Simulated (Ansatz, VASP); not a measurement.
One calculation of C, two programs

INCAR

```
SYSTEM = C
  PREC = Accurate
  ENCUT = 520
  EDIFF = 1E-6
  ISMEAR = 0
  SIGMA = 0.05
  LREAL = .False.
  LASPH = .True.
  NELM = 80
  ALGO = Normal
  ISIF = 2
  LWAVE = .False.
  LCHARG = .False.
  NBANDS = 11
```

The input KPOINTS:

```
regular mesh
0
Gamma
  14 14 10
  0 0 0
```

The input POSCAR:

```
C
1.0
    2.0831423393     -1.2027139203     -0.0119809569
    2.0831423393      1.2027139203     -0.0119809569
   -1.3692188913      0.0000000000      3.4476383084
C
2
Direct
    0.8333830096      0.8333830096      0.0001497828
    0.1666169904      0.1666169904      0.9998502172
```

Input for Ansatz:

```yaml
crystal:
  lattice:
    - [2.0831423393, -1.2027139203, -0.0119809569]
    - [2.0831423393, 1.2027139203, -0.0119809569]
    - [-1.3692188913, 0.0, 3.4476383084]
  atoms:
    - { symbol: C, position: [0.8333830096, 0.8333830096, 0.0001497828] }
    - { symbol: C, position: [0.1666169904, 0.1666169904, 0.9998502172] }
basis:
  ecutwfc: 420
kpoints:
  mp_grid: { grid: [14, 14, 10] }
hamiltonian:
  xc: lda
scf:
  occupations: { method: gaussian, width: 0.05 }
output:
  forces: true
  stress: true
  eigenvalues: true
```

Alike in both runs: task single point; functional LDA; k mesh 14 × 14 × 10; occupations gaussian, width 0.05 eV; no spin polarisation.

```csv
,VASP,Ansatz
version,VASP 6.6.1,Ansatz 0.2.0
potentials or method,"VASP PAW LDA potentials, release 64 (C), cutoff 520 eV","scalar-relativistic, plane waves, PAW"
valence electrons in the cell,8,8
```

Ansatz gave:

```
gap on the k mesh at the Fermi level (eV)                     : 0.82
least direct gap on the mesh (eV)                             : 0.82
pressure (GPa)                                                : 14.5
traceless stress, the component that is largest in VASP (GPa) : -15.32
rms of the force components (eV/Å)                            : 0.004
```

Question: What did VASP give for the same quantities?

Answer: gap on the k mesh at the Fermi level (eV): 0.82; least direct gap on the mesh (eV): 0.82; pressure (GPa): 15.3; traceless stress, the component that is largest in VASP (GPa): -16.26; rms of the force components (eV/Å): 0.004.

LDA's correlation is that of Perdew and Zunger in VASP and of Perdew and Wang (1992) in Ansatz. Atom by atom the forces differ by 0.000 eV/Å (rms over components).
